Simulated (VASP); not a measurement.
# Hf5C3 (I-43m) in VASP: relaxation of cell and atoms with PBE

Aim: the relaxation of cell and atoms of Hf5C3 with PBE.

Program: VASP 6.6.1. These are calculated values, not measurements. Logs are shortened: lines on timing, memory, paths and dates and some standing lists are left out, and cuts for length are marked.

**1. The cell of the first run**

The structure is cubic, space group I-43m (No. 217). Conventional cell: a = 6.397 Å, b = 6.397 Å, c = 6.397 Å, α = 90.00°, β = 90.00°, γ = 90.00°. Within 3.4 Å of Hf (site symmetry -43m) lie 8 Hf at 2.60 to 2.94 Å and 6 C at 3.20 Å. Hf (site symmetry 3m) has 8 Hf at 2.60 to 3.21 Å and 6 C at 2.72 to 2.83 Å within 3.4 Å. Within 3.6 Å of C (site symmetry -42m) lie 10 Hf at 2.72 to 3.20 Å and 4 C at 3.20 Å.

The cell was built from a structure type or drawn by symmetry, and may not be a known phase.

**2. Relaxation of cell and atoms, PBE**

INCAR

```
SYSTEM = Hf5C3
ALGO = Normal ; EDIFF = 1E-6
EDIFFG = -0.08 ; ENCUT = 600
GGA = PE ; IBRION = 2
ISIF = 3 ; ISMEAR = 0
LASPH = .TRUE. ; LCHARG = .FALSE.
LREAL = .FALSE. ; LWAVE = .FALSE.
NELM = 100 ; NSW = 36
PREC = Accurate ; SIGMA = 0.2
```

KPOINTS

```
k-points
0
G
  4 4 4
  0 0 0
```

POSCAR

```
Hf5C3
1.0
   -3.1986007900      3.1986007900      3.1986007900
    3.1986007900     -3.1986007900      3.1986007900
    3.1986007900      3.1986007900     -3.1986007900
Hf C
5 3
Direct
    0.0000000000      0.0000000000      0.0000000000
    0.4689137300      0.4689137300      0.4689137300
    0.0000000000      0.0000000000      0.5310862700
    0.0000000000      0.5310862700      0.0000000000
    0.5310862700      0.0000000000      0.0000000000
    0.0000000000      0.5000000000      0.5000000000
    0.5000000000      0.0000000000      0.5000000000
    0.5000000000      0.5000000000      0.0000000000
```

Potentials or basis: VASP PAW PBE potentials, release 64 (Hf_pv, C).

Launch:

```bash
cat potpaw_PBE.64/Hf_pv/POTCAR potpaw_PBE.64/C/POTCAR > POTCAR
mpirun -np 1 vasp_std > vasp.out
```

OUTCAR:

```text
SYSTEM = Hf5C3
   EDIFF = 1E-6
   EDIFFG = -0.08
   ENCUT = 600
   GGA = PE
   IBRION = 2
   ISIF = 3
   ISMEAR = 0
   LASPH = .TRUE.
   LREAL = .FALSE.
   NELM = 100
   NSW = 36
   PREC = Accurate

 ion  position               nearest neighbor table
   1  0.000  0.000  0.000-   2 2.60   3 2.60   4 2.60   5 2.60   4 2.94   3 2.94   5 2.94   2 2.94

   2  0.469  0.469  0.469-   1 2.60   6 2.72   7 2.72   8 2.72   7 2.83   8 2.83   6 2.83   1 2.94
                             3 3.21   4 3.21   5 3.21   4 3.21   3 3.21   5 3.21
   3  0.000  0.000  0.531-   1 2.60   8 2.72   6 2.72   7 2.72   7 2.83   6 2.83   8 2.83   1 2.94
                             4 3.21   5 3.21   5 3.21   2 3.21   2 3.21   4 3.21
   4  0.000  0.531  0.000-   1 2.60   7 2.72   6 2.72   8 2.72   6 2.83   8 2.83   7 2.83   1 2.94
                             5 3.21   3 3.21   5 3.21   2 3.21   2 3.21   3 3.21
   5  0.531  0.000  0.000-   1 2.60   6 2.72   7 2.72   8 2.72   7 2.83   8 2.83   6 2.83   1 2.94
                             4 3.21   2 3.21   2 3.21   3 3.21   4 3.21   3 3.21
   6  0.000  0.500  0.500-   2 2.72   3 2.72   4 2.72   5 2.72   4 2.83   3 2.83   5 2.83   2 2.83

   7  0.500  0.000  0.500-   2 2.72   3 2.72   5 2.72   4 2.72   5 2.83   2 2.83   3 2.83   4 2.83

   8  0.500  0.500  0.000-   2 2.72   4 2.72   5 2.72   3 2.72   2 2.83   5 2.83   4 2.83   3 2.83

  LATTYP: Found a body centered cubic cell.
 ALAT       =     6.3972015800

  Lattice vectors:

 A1 = (  -3.1986007900,   3.1986007900,   3.1986007900)
 A2 = (   3.1986007900,  -3.1986007900,   3.1986007900)
 A3 = (   3.1986007900,   3.1986007900,  -3.1986007900)

Analysis of symmetry for initial positions (statically):
=====================================================================
 Subroutine PRICEL returns:
 Original cell was already a primitive cell.

 Routine SETGRP: Setting up the symmetry group for a
 body centered cubic supercell.

 Subroutine GETGRP returns: Found 24 space group operations
 (whereof 24 operations were pure point group operations)
 out of a pool of 48 trial point group operations.

The static configuration has the point symmetry T_d .

Analysis of symmetry for dynamics (positions and initial velocities):
=====================================================================
 Subroutine PRICEL returns:
 Original cell was already a primitive cell.

 Routine SETGRP: Setting up the symmetry group for a
 body centered cubic supercell.

 Subroutine GETGRP returns: Found 24 space group operations
 (whereof 24 operations were pure point group operations)
 out of a pool of 48 trial point group operations.

The dynamic configuration has the point symmetry T_d .

 Subroutine INISYM returns: Found 24 space group operations
 (whereof 24 operations are pure point group operations),
 and found     1 'primitive' translations

----------------------------------------------------------------------------------------

                                     Primitive cell

  volume of cell :     130.9001

  direct lattice vectors                    reciprocal lattice vectors
    -3.198600790  3.198600790  3.198600790     0.000000000  0.156318351  0.156318351
     3.198600790 -3.198600790  3.198600790     0.156318351  0.000000000  0.156318351
     3.198600790  3.198600790 -3.198600790     0.156318351  0.156318351  0.000000000

  length of vectors
     5.540139081  5.540139081  5.540139081     0.221067532  0.221067532  0.221067532

  position of ions in fractional coordinates (direct lattice)
     0.000000000  0.000000000  0.000000000
     0.468913730  0.468913730  0.468913730
     0.000000000  0.000000000  0.531086270
     0.000000000  0.531086270  0.000000000
     0.531086270  0.000000000  0.000000000
     0.000000000  0.500000000  0.500000000
     0.500000000  0.000000000  0.500000000
     0.500000000  0.500000000  0.000000000

  ion indices of the primitive-cell ions
   primitive index   ion index
                 1           1
                 2           2
                 3           3
                 4           4
                 5           5
                 6           6
                 7           7
                 8           8

----------------------------------------------------------------------------------------

 KPOINTS: k-points

Automatic generation of k-mesh.
 Grid dimensions read from file:
 generate k-points for:    4    4    4

 Generating k-lattice:

  Cartesian coordinates                     Fractional coordinates (reciprocal lattice)
     0.000000000  0.039079588  0.039079588     0.250000000  0.000000000  0.000000000
     0.039079588  0.000000000  0.039079588     0.000000000  0.250000000  0.000000000
     0.039079588  0.039079588  0.000000000     0.000000000  0.000000000  0.250000000

  Length of vectors
     0.055266883  0.055266883  0.055266883

  Shift w.r.t. Gamma in fractional coordinates (k-lattice)
     0.000000000  0.000000000  0.000000000

 Subroutine IBZKPT returns following result:
 ===========================================

 Found      8 irreducible k-points:

 Following reciprocal coordinates:
            Coordinates               Weight
  0.000000  0.000000  0.000000      1.000000
  0.250000  0.000000  0.000000     12.000000
  0.500000  0.000000  0.000000      6.000000
  0.250000  0.250000  0.000000     24.000000
  0.250000  0.250000  0.250000      2.000000
 -0.250000  0.250000  0.250000      6.000000
  0.500000  0.500000  0.250000     12.000000
  0.500000  0.500000  0.500000      1.000000
   k-points           NKPTS =      8   k-points in BZ     NKDIM =      8   number of bands    NBANDS=     37
   number of dos      NEDOS =    301   number of ions     NIONS =      8
   total plane-waves  NPLWV = 110592
   dimension x,y,z NGX =    48 NGY =   48 NGZ =   48
   dimension x,y,z NGXF=    96 NGYF=   96 NGZF=   96
   ions per type =               5   3
   NGX,Y,Z   is equivalent  to a cutoff of  14.40, 14.40, 14.40 a.u.
   NGXF,Y,Z  is equivalent  to a cutoff of  28.81, 28.81, 28.81 a.u.
 SYSTEM =  Hf5C3
   PREC   = accura    normal or accurate (medium, high low for compatibility)
   ISTART =      0    job   : 0-new  1-cont  2-samecut
   ICHARG =      2    charge: 1-file 2-atom 10-const
   ISPIN  =      1    spin polarized calculation?
   LNONCOLLINEAR =      F non collinear calculations
   LSORBIT =      F    spin-orbit coupling
   LASPH  =      T    aspherical Exc in radial PAW
   ENCUT  =  600.0 eV  44.10 Ry    6.64 a.u.  11.07 11.07 11.07*2*pi/ulx,y,z
   NELM   =    100;   NELMIN=  2; NELMDL= -5     # of ELM steps
   EDIFF  = 0.1E-05   stopping-criterion for ELM
   LREAL  =      F    real-space projection
   EDIFFG = -.8E-01   stopping-criterion for IOM
   NSW    =     36    number of steps for IOM
   IBRION =      2    ionic relax: 0-MD 1-quasi-New 2-CG
   NFREE  =      1    steps in history (QN), initial steepest desc. (CG)
   ISIF   =      3    stress and relaxation
   ISYM   =      2    0-nonsym 1-usesym 2-fastsym
   POTIM  = 0.5000    time-step for ionic-motion
   TEBEG  =    0.0;   TEEND  =   0.0 temperature during run
   PSTRESS=    0.0 pullay stress
   NELECT =      62.0000    total number of electrons
   NUPDOWN=      -1.0000    fix difference up-down
   EMIN   =  10.00;   EMAX   =-10.00  energy-range for DOS
   EFERMI =   0.00;   METHOD = LEGACY
   ISMEAR =     0;   SIGMA  =   0.20  broadening in eV -4-tet -1-fermi 0-gaus
   EFERMI_NEDOS =   21; number of points for ismear=-14 and -15
   IALGO  =     38    algorithm
   IMIX   =      4    mixing-type and parameters
     AMIX     =   0.40;   BMIX     =  1.00
     AMIX_MAG =   1.60;   BMIX_MAG =  1.00
  volume/ion in A,a.u.               =      16.36       110.42
  Fermi-wavevector in a.u.,A,eV,Ry     =   1.276121  2.411520 22.156898  1.628486
  Thomas-Fermi vector in A             =   2.408795
   LORBIT       =      0    0 simple, 1 ext, 2 COOP (PROOUT), +10 PAW based schemes
   GGA     = PE    functional components
   LHFCALC =     F    Hartree Fock is set to
   AEXX    =    0.0000 exact exchange contribution
   IVDW    =     0    specifies the selected vdW correction
   LEPSILON=     F    determine dielectric tensor
   LRPA    =     F    only Hartree local field effects (RPA)
 conjugate gradient relaxation of ions
 non-spin polarized calculation
 Gauss-broadening in eV      SIGMA  =   0.20
  energy-cutoff  :      600.00
  volume of cell :      130.90
 maximum number of plane-waves:      4412
 NGX is ok and might be reduce to    48
   NGX = 23   NGY = 23   NGZ = 23

--------------------------------------- Ionic step        1  -------------------------------------------

 number of electron      61.9999995 magnetization

 Free energy of the ion-electron system (eV)
  ---------------------------------------------------
  ext. energy  EPLUGINS =         0.00000000
  ---------------------------------------------------
  free energy    TOTEN  =       -69.66237728 eV

  energy without entropy =      -69.52345922  energy(sigma->0) =      -69.59291825

------------------------ aborting loop because EDIFF is reached ----------------------------------------

  FORCE on cell =-STRESS in cart. coord.  units (eV):
  Direction    XX          YY          ZZ          XY          YZ          ZX
  --------------------------------------------------------------------------------------
  -------------------------------------------------------------------------------------
  Total      -10.6005931    -10.6005931    -10.6005931      0.0000000      0.0000000      0.0000000
  in kB     -129.7479893   -129.7479893   -129.7479893      0.0000000      0.0000000      0.0000000
  external PRESSURE =    -129.7479893 kB  Pullay stress =       0.0000000 kB
[... 153 lines left out ...]
  energy  without entropy=      -71.1065752880  energy(sigma->0) =      -71.16561654

--------------------------------------- Ionic step        5  -------------------------------------------

 number of electron      61.9999997 magnetization

 Free energy of the ion-electron system (eV)
  ---------------------------------------------------
  ext. energy  EPLUGINS =         0.00000000
  ---------------------------------------------------
  free energy    TOTEN  =       -71.22502438 eV

  energy without entropy =      -71.10689961  energy(sigma->0) =      -71.16596200

 E-fermi :   5.8239     XC(G=0): -12.1693

 val. band max:        5.7629179577   @ k =   0.5000   0.5000   0.2500
 cond. band min:       5.8762631817   @ k =  -0.2500   0.2500   0.2500
 fundamental gap:      0.1133452239
 Fermi energy:         5.8239378807

 k-point     1 :       0.0000    0.0000    0.0000
  band No.  band energies     occupation
      1     -25.3227      2.00000
      2     -25.3227      2.00000
      3     -25.3227      2.00000
      4     -24.6165      2.00000
      5     -24.6165      2.00000
      6     -24.6165      2.00000
[... 344 lines left out ...]
  FREE ENERGIE OF THE ION-ELECTRON SYSTEM (eV)
  ---------------------------------------------------
  free  energy   TOTEN  =       -71.2250243831 eV

  energy  without entropy=      -71.1068996123  energy(sigma->0) =      -71.16596200

 reached required accuracy - stopping structural energy minimisation
```

It took 3.3 min on 1 thread of AMD EPYC 7R43 (Zen 3), shared host; peak memory 0.31 GiB.

What came out:

```yaml
Free_energy: -71.2250 eV
Relaxed_volume: 14.42 Å³/atom
Relaxed_cell: a = 5.312 Å, b = 5.312 Å, c = 5.312 Å, α = 109.47°, β = 109.47°, γ = 109.47°
Space_group_after_relaxing_to_0.1_Å: Im-3m (No. 229)
Energy_gained_by_relaxing: 195.3 meV/atom
Ionic_steps: 5
Pressure_after_relaxing: 0.8 GPa
Largest_force_after_relaxing: 0.038 eV/Å
Band_gap_on_the_k_mesh: zero (bands 31 and 32 overlap by 1.12 eV)
```

Forces on the atoms (eV/Å):
```
Hf   0.000  0.000  0.000
Hf  -0.022 -0.022 -0.022
Hf   0.022  0.022 -0.022
Hf   0.022 -0.022  0.022
Hf  -0.022  0.022  0.022
C    0.000  0.000  0.000
C    0.000  0.000  0.000
C    0.000  0.000  0.000
```

Step by step:
```tsv
step	energy change (eV)	largest force (eV/Å)	pressure (GPa)	volume (Å³)
1	0.0000	2.3822	-12.97	130.90
2	-1.1121	1.0294	13.65	107.37
3	-1.2746	1.4845	4.68	112.81
4	-1.5623	0.0905	0.65	115.47
5	-1.5626	0.0382	0.77	115.38
```

Final structure:
```
CELL_PARAMETERS angstrom
-3.06680 3.06680 3.06680
3.06680 -3.06680 3.06680
3.06680 3.06680 -3.06680
ATOMIC_POSITIONS crystal
Hf 0.00000 0.00000 0.00000
Hf 0.50041 0.50041 0.50041
Hf 0.00000 0.00000 0.49959
Hf 0.00000 0.49959 0.00000
Hf 0.49959 0.00000 0.00000
C 0.00000 0.50000 0.50000
C 0.50000 0.00000 0.50000
C 0.50000 0.50000 0.00000
```

Levels at points of the mesh, in eV from the Fermi level:
```
           k point  band 26  band 27  band 28  band 29  band 30  band 31  band 32  band 33  band 34  band 35
(0.00, 0.00, 0.00)    -2.39    -2.39    -1.43    -1.43    -1.43     1.06     1.06     1.06     1.21     1.21
(0.50, 0.00, 0.00)    -1.53    -1.49    -0.66    -0.61    -0.35    -0.32     0.53     1.48     1.59     2.04
(0.50, 0.50, 0.50)    -0.87    -0.87    -0.44    -0.44    -0.44     0.85     1.76     1.76     1.76     1.94
```

Caveat: spin-orbit coupling is left out, which moves the levels of the heavy elements; the relaxation stopped at a loose force limit of 0.08 eV/Å, so its end isn't a converged minimum.
